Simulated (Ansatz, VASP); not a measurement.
# Two plane-wave programs on In

The input POSCAR:

```
In
1.0
    2.9602725575      0.0000000000      0.0000000000
    0.0000000000      2.9602725575      0.0000000000
    0.0000000000      0.0000000000      2.9602725575
In
1
Direct
    0.0000000000      0.0000000000      0.0000000000
```

File INCAR.step1:

```
SYSTEM = In
ALGO = Normal
EDIFF = 1E-4
ENCUT = 520
GGA = PE
ISMEAR = -1
LASPH = .True.
LCHARG = .False.
LREAL = .False.
LWAVE = .True.
NBANDS = 12
NELM = 100
PREC = Accurate
SIGMA = 0.1
```

Contents of INCAR.step2:

```
SYSTEM = In
ALGO = Normal
EDIFF = 1E-6
ENCUT = 520
ISIF = 2
ISMEAR = -1
ISTART = 1
LASPH = .True.
LCHARG = .True.
LELF = .True.
LMIXTAU = .True.
LREAL = .False.
LVHAR = .True.
LWAVE = .False.
METAGGA = R2SCAN
NBANDS = 12
NELM = 100
PREC = Accurate
SIGMA = 0.1
```

File KPOINTS:

```
k-points
0
Gamma
  12 12 12
  0 0 0
```

Input for Ansatz:

```yaml
crystal:
  lattice:
    - [2.9602725575, 0.0, 0.0]
    - [0.0, 2.9602725575, 0.0]
    - [0.0, 0.0, 2.9602725575]
  atoms:
    - { symbol: In, position: [0.0, 0.0, 0.0] }
hamiltonian:
  xc: r2scan
  pseudopotentials:
    kind: paw
    azcp:
      In: "pseudopotentials/In.paw.azcp"
basis:
  ecutwfc: 500
  fft_grid_basis: typed
kpoints:
  mp_grid: { grid: [12, 12, 12], shift: [0, 0, 0] }
magnetization:
  spin_polarized: false
scf:
  occupations: { method: fermi_dirac, width: 0.1 }
  lower_state_search: "off"
output:
  stress: true
  write_density: true
  write_potential: true
  elf: true
  volumetric_format: npy
```

Alike in both runs: task single point; functional r2SCAN; k mesh 12 × 12 × 12; occupations fermi-dirac, width 0.1 eV; no spin polarisation.

```csv
,VASP,Ansatz
version,VASP 6.6.1,Ansatz 0.2.0
potentials or method,"VASP PAW PBE potentials, release 64 (In_d), cutoff 520 eV","plane waves (500 eV) with PAW, scalar-relativistic"
valence electrons in the cell,13,13
```

|  | VASP | Ansatz | Ansatz less VASP |
| --- | --- | --- | --- |
| pressure (GPa) | 4.0 | 4.0 | -0.05 |

VASP's potentials were made for PBE, not for r2SCAN.
